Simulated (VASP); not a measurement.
A run of VASP 6.6.1 is set up as follows.

File INCAR:

```
SYSTEM = HfC
PREC = Accurate ; ENCUT = 520
EDIFF = 1E-7 ; ISMEAR = -1
SIGMA = 0.08 ; LREAL = .FALSE.
LASPH = .TRUE. ; NELM = 80
ALGO = Normal ; ISIF = 2
LWAVE = .FALSE. ; LCHARG = .FALSE.
GGA = PE ; NBANDS = 14
```

Contents of KPOINTS:

```
regular mesh
0
G
  11 11 11
  0 0 0
```

POSCAR

```
HfC
1.0
    0.0000000000      2.5469925823      2.5469925823
    2.5469925823      0.0000000000      2.5469925823
    2.5469925823      2.5469925823      0.0000000000
Hf C
1 1
Direct
    0.0000000000      0.0000000000      0.0000000000
    0.2500000000      0.2500000000      0.2500000000
```

Potentials or basis: VASP PAW PBE potentials, release 64 (Hf_pv, C).

The run is started by

```bash
$ cat potpaw_PBE.64/Hf_pv/POTCAR potpaw_PBE.64/C/POTCAR > POTCAR
$ mpirun -np 1 vasp_std > vasp.out
```

(1) Predict the band gap on the k mesh.

(2) Estimate the pressure.

## Answers

(1) 0.55 eV, indirect (least direct gap 0.57 eV).

(2) -4.8 GPa.

Caveat: spin-orbit coupling is left out, which moves the levels of the heavy elements.
